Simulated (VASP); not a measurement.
# Br (Pm-3m) in VASP: single point with PBE

Aim: the single point of Br with PBE.

All numbers are computed with VASP 6.6.1; they aren't measurements. Logs are shortened: lines on timing, memory, paths and dates and some standing lists are left out, and cuts for length are marked.

### Step 1. The cell of the first run

The structure is cubic, space group Pm-3m (No. 221). Conventional cell: a = 3.115 Å, b = 3.115 Å, c = 3.115 Å, α = 90.00°, β = 90.00°, γ = 90.00°. Br (site symmetry m-3m) has 6 Br at 3.11 Å within 4.1 Å.

### Step 2. Single point, PBE

Contents of INCAR:

```
PREC = Accurate
ENCUT = 520
EDIFF = 1E-7
ISMEAR = -1
SIGMA = 0.13605693000000002
LREAL = F
LASPH = T
NELM = 80
ALGO = Normal
ISIF = 2
LWAVE = F
LCHARG = T
GGA = PE
LELF = T
LVHAR = T
NBANDS = 10
```

Contents of KPOINTS:

```
Automatic mesh
0
Gamma
  11 11 11
```

Contents of POSCAR:

```
Br
1.0
    3.1147407562      0.0000000000      0.0000000000
    0.0000000000      3.1147407562      0.0000000000
    0.0000000000      0.0000000000      3.1147407562
Br
1
Direct
    0.0000000000      0.0000000000      0.0000000000
```

Potentials or basis: VASP PAW PBE potentials, release 64 (Br).

Launch:

```bash
$ cat potpaw_PBE.64/Br/POTCAR > POTCAR
$ mpirun -np 1 vasp_std > vasp.out
```

OUTCAR:

```text
PREC = Accurate
   ENCUT = 520
   EDIFF = 1E-7
   ISMEAR = -1
   LREAL = F
   LASPH = T
   NELM = 80
   ISIF = 2
   GGA = PE

 ion  position               nearest neighbor table
   1  0.000  0.000  0.000-

  LATTYP: Found a simple cubic cell.
 ALAT       =     3.1147407562

  Lattice vectors:

 A1 = (   3.1147407562,   0.0000000000,   0.0000000000)
 A2 = (   0.0000000000,   3.1147407562,   0.0000000000)
 A3 = (   0.0000000000,   0.0000000000,   3.1147407562)

Analysis of symmetry for initial positions (statically):
=====================================================================
 Subroutine PRICEL returns:
 Original cell was already a primitive cell.

 Routine SETGRP: Setting up the symmetry group for a
 simple cubic supercell.

 Subroutine GETGRP returns: Found 48 space group operations
 (whereof 48 operations were pure point group operations)
 out of a pool of 48 trial point group operations.

The static configuration has the point symmetry O_h .

Analysis of symmetry for dynamics (positions and initial velocities):
=====================================================================
 Subroutine PRICEL returns:
 Original cell was already a primitive cell.

 Routine SETGRP: Setting up the symmetry group for a
 simple cubic supercell.

 Subroutine GETGRP returns: Found 48 space group operations
 (whereof 48 operations were pure point group operations)
 out of a pool of 48 trial point group operations.

The dynamic configuration has the point symmetry O_h .

 Subroutine INISYM returns: Found 48 space group operations
 (whereof 48 operations are pure point group operations),
 and found     1 'primitive' translations

----------------------------------------------------------------------------------------

                                     Primitive cell

  volume of cell :      30.2180

  direct lattice vectors                    reciprocal lattice vectors
     3.114740756  0.000000000  0.000000000     0.321054007  0.000000000  0.000000000
     0.000000000  3.114740756  0.000000000     0.000000000  0.321054007  0.000000000
     0.000000000  0.000000000  3.114740756     0.000000000  0.000000000  0.321054007

  length of vectors
     3.114740756  3.114740756  3.114740756     0.321054007  0.321054007  0.321054007

  position of ions in fractional coordinates (direct lattice)
     0.000000000  0.000000000  0.000000000

  ion indices of the primitive-cell ions
   primitive index   ion index
                 1           1

----------------------------------------------------------------------------------------

 KPOINTS: Automatic mesh

Automatic generation of k-mesh.
 Grid dimensions read from file:
 generate k-points for:   11   11   11

 Generating k-lattice:

  Cartesian coordinates                     Fractional coordinates (reciprocal lattice)
     0.029186728  0.000000000  0.000000000     0.090909091  0.000000000  0.000000000
     0.000000000  0.029186728  0.000000000     0.000000000  0.090909091  0.000000000
     0.000000000  0.000000000  0.029186728     0.000000000  0.000000000  0.090909091

  Length of vectors
     0.029186728  0.029186728  0.029186728

  Shift w.r.t. Gamma in fractional coordinates (k-lattice)
     0.000000000  0.000000000  0.000000000

 Subroutine IBZKPT returns following result:
 ===========================================

 Found     56 irreducible k-points:

 Following reciprocal coordinates:
            Coordinates               Weight
  0.000000  0.000000  0.000000      1.000000
  0.090909  0.000000  0.000000      6.000000
  0.181818  0.000000  0.000000      6.000000
  0.272727  0.000000  0.000000      6.000000
  0.363636  0.000000  0.000000      6.000000
  0.454545  0.000000  0.000000      6.000000
[... 16 lines left out ...]
  0.181818  0.090909  0.090909     24.000000
  0.272727  0.090909  0.090909     24.000000
 [... further k-points ...]
   k-points           NKPTS =     56   k-points in BZ     NKDIM =     56   number of bands    NBANDS=     10
   number of dos      NEDOS =    301   number of ions     NIONS =      1
   total plane-waves  NPLWV =  13824
   dimension x,y,z NGX =    24 NGY =   24 NGZ =   24
   dimension x,y,z NGXF=    48 NGYF=   48 NGZF=   48
   ions per type =               1
   NGX,Y,Z   is equivalent  to a cutoff of  12.81, 12.81, 12.81 a.u.
   NGXF,Y,Z  is equivalent  to a cutoff of  25.62, 25.62, 25.62 a.u.
 SYSTEM =  unknown system
   PREC   = accura    normal or accurate (medium, high low for compatibility)
   ISTART =      0    job   : 0-new  1-cont  2-samecut
   ICHARG =      2    charge: 1-file 2-atom 10-const
   ISPIN  =      1    spin polarized calculation?
   LNONCOLLINEAR =      F non collinear calculations
   LSORBIT =      F    spin-orbit coupling
   LASPH  =      T    aspherical Exc in radial PAW
   ENCUT  =  520.0 eV  38.22 Ry    6.18 a.u.   5.79  5.79  5.79*2*pi/ulx,y,z
   NELM   =     80;   NELMIN=  2; NELMDL= -5     # of ELM steps
   EDIFF  = 0.1E-06   stopping-criterion for ELM
   LREAL  =      F    real-space projection
   EDIFFG = 0.1E-05   stopping-criterion for IOM
   NSW    =      0    number of steps for IOM
   IBRION =     -1    ionic relax: 0-MD 1-quasi-New 2-CG
   NFREE  =      0    steps in history (QN), initial steepest desc. (CG)
   ISIF   =      2    stress and relaxation
   ISYM   =      2    0-nonsym 1-usesym 2-fastsym
   POTIM  = 0.5000    time-step for ionic-motion
   TEBEG  =    0.0;   TEEND  =   0.0 temperature during run
   PSTRESS=    0.0 pullay stress
   NELECT =       7.0000    total number of electrons
   NUPDOWN=      -1.0000    fix difference up-down
   EMIN   =  10.00;   EMAX   =-10.00  energy-range for DOS
   EFERMI =   0.00;   METHOD = LEGACY
   ISMEAR =    -1;   SIGMA  =   0.14  broadening in eV -4-tet -1-fermi 0-gaus
   EFERMI_NEDOS =   21; number of points for ismear=-14 and -15
   IALGO  =     38    algorithm
   IMIX   =      4    mixing-type and parameters
     AMIX     =   0.40;   BMIX     =  1.00
     AMIX_MAG =   1.60;   BMIX_MAG =  1.00
  volume/ion in A,a.u.               =      30.22       203.92
  Fermi-wavevector in a.u.,A,eV,Ry     =   1.005431  1.899989 13.754014  1.010891
  Thomas-Fermi vector in A             =   2.138110
   LORBIT       =      0    0 simple, 1 ext, 2 COOP (PROOUT), +10 PAW based schemes
   GGA     = PE    functional components
   LHFCALC =     F    Hartree Fock is set to
   AEXX    =    0.0000 exact exchange contribution
   IVDW    =     0    specifies the selected vdW correction
   LEPSILON=     F    determine dielectric tensor
   LRPA    =     F    only Hartree local field effects (RPA)
 non-spin polarized calculation
  energy-cutoff  :      520.00
  volume of cell :       30.22
 maximum number of plane-waves:       837
 NGX is ok and might be reduce to    24
   NGX = 11   NGY = 11   NGZ = 11

 number of electron       7.0000002 magnetization

 Free energy of the ion-electron system (eV)
  ---------------------------------------------------
  ext. energy  EPLUGINS =         0.00000000
  ---------------------------------------------------
  free energy    TOTEN  =        -1.24482398 eV

  energy without entropy =       -1.16381461  energy(sigma->0) =       -1.20431930

 E-fermi :   0.9181     XC(G=0):  -8.4951

 val. band max:        0.9088097498   @ k =   0.4545   0.0909   0.0000
 cond. band min:       0.9249191187   @ k =   0.4545   0.0909   0.0909
 fundamental gap:      0.0161093689
 Fermi energy:         0.9181313275

 k-point     1 :       0.0000    0.0000    0.0000
  band No.  band energies     occupation
      1     -14.5873      2.00000
      2       0.7883      1.44399
      3       0.7883      1.44399
      4       0.7883      1.44399
      5       7.3457      0.00000
      6       9.8843      0.00000
      7       9.8843      0.00000
      8      20.4799      0.00000
      9      20.4799      0.00000
     10      20.4799      0.00000

 k-point     2 :       0.0909    0.0000    0.0000
  band No.  band energies     occupation
      1     -14.5289      2.00000
      2       0.2268      1.98765
      3       0.8324      1.30507
      4       0.8324      1.30507
      5       7.6781      0.00000
      6       9.9741      0.00000
      7      10.4302      0.00000
      8      19.1648      0.00000
      9      19.1648      0.00000
     10      20.5429      0.00000

 k-point     3 :       0.1818    0.0000    0.0000
  band No.  band energies     occupation
      1     -14.3655      2.00000
      2      -0.9842      2.00000
      3       0.9541      0.86866
      4       0.9541      0.86866
      5       8.2847      0.00000
      6      10.2328      0.00000
      7      11.8813      0.00000
      8      17.4829      0.00000
      9      17.4829      0.00000
     10      19.4896      0.00000

 k-point     4 :       0.2727    0.0000    0.0000
  band No.  band energies     occupation
      1     -14.1346      2.00000
      2      -2.2429      2.00000
      3       1.1216      0.36619
      4       1.1216      0.36619
      5       8.9569      0.00000
      6      10.6224      0.00000
      7      13.2850      0.00000
      8      16.0614      0.00000
      9      16.0614      0.00000
     10      18.8901      0.00000
[... 222 lines left out ...]
 k-point    22 :       0.0909    0.0909    0.0909
  band No.  band energies     occupation
      1     -14.4126      2.00000
      2       0.2211      1.98816
      3       0.3794      1.96258
      4       0.3794      1.96258
      5       8.3959      0.00000
      6      10.7805      0.00000
      7      10.7805      0.00000
      8      17.6143      0.00000
      9      18.3714      0.00000
     10      18.3714      0.00000

 k-point    23 :       0.1818    0.0909    0.0909
  band No.  band energies     occupation
      1     -14.2502      2.00000
      2      -0.8768      2.00000
      3       0.4247      1.94819
      4       0.5103      1.90490
      5       9.0159      0.00000
      6      11.0190      0.00000
      7      12.0985      0.00000
      8      16.3401      0.00000
      9      16.5916      0.00000
     10      18.4511      0.00000

 k-point    24 :       0.2727    0.0909    0.0909
  band No.  band energies     occupation
      1     -14.0207      2.00000
      2      -2.1205      2.00000
      3       0.6154      1.80497
      4       0.6915      1.68201
      5       9.6081      0.00000
      6      11.3793      0.00000
      7      13.0132      0.00000
      8      15.0841      0.00000
      9      15.9689      0.00000
     10      18.7414      0.00000

 [... further k-points ...]
[... 5 lines left out ...]
  --------------------------------------------------------------------------------------
  -------------------------------------------------------------------------------------
  Total       -0.0117239     -0.0117239     -0.0117239     -0.0000000      0.0000000     -0.0000000
  in kB       -0.6216104     -0.6216104     -0.6216104     -0.0000000      0.0000000     -0.0000000
  external PRESSURE =      -0.6216104 kB  Pullay stress =       0.0000000 kB

 VOLUME and BASIS-vectors are now :
 -----------------------------------------------------------------------------
  energy-cutoff  :      520.00
  volume of cell :       30.22
      direct lattice vectors                 reciprocal lattice vectors
     3.114740756  0.000000000  0.000000000     0.321054007  0.000000000  0.000000000
     0.000000000  3.114740756  0.000000000     0.000000000  0.321054007  0.000000000
     0.000000000  0.000000000  3.114740756     0.000000000  0.000000000  0.321054007

 POSITION                                       TOTAL-FORCE (eV/Angst)
 -----------------------------------------------------------------------------------
      0.00000      0.00000      0.00000         0.000000      0.000000      0.000000
 -----------------------------------------------------------------------------------
    total drift:                               -0.000000      0.000000      0.000000

  FREE ENERGIE OF THE ION-ELECTRON SYSTEM (eV)
  ---------------------------------------------------
  free  energy   TOTEN  =        -1.2448239781 eV

  energy  without entropy=       -1.1638146131  energy(sigma->0) =       -1.20431930
```

It took 7.9 s on 1 thread of Intel Xeon Platinum 8259CL at 2.50GHz (Skylake/Cascade Lake), shared host; peak memory 0.14 GiB.

Results:

| Property | Result |
| --- | --- |
| Free energy | -1.2448 eV |
| Pressure | -0.1 GPa |

Caveat: an odd number of electrons without spin polarisation forces a metal; a magnetic or distorted state may lie lower.
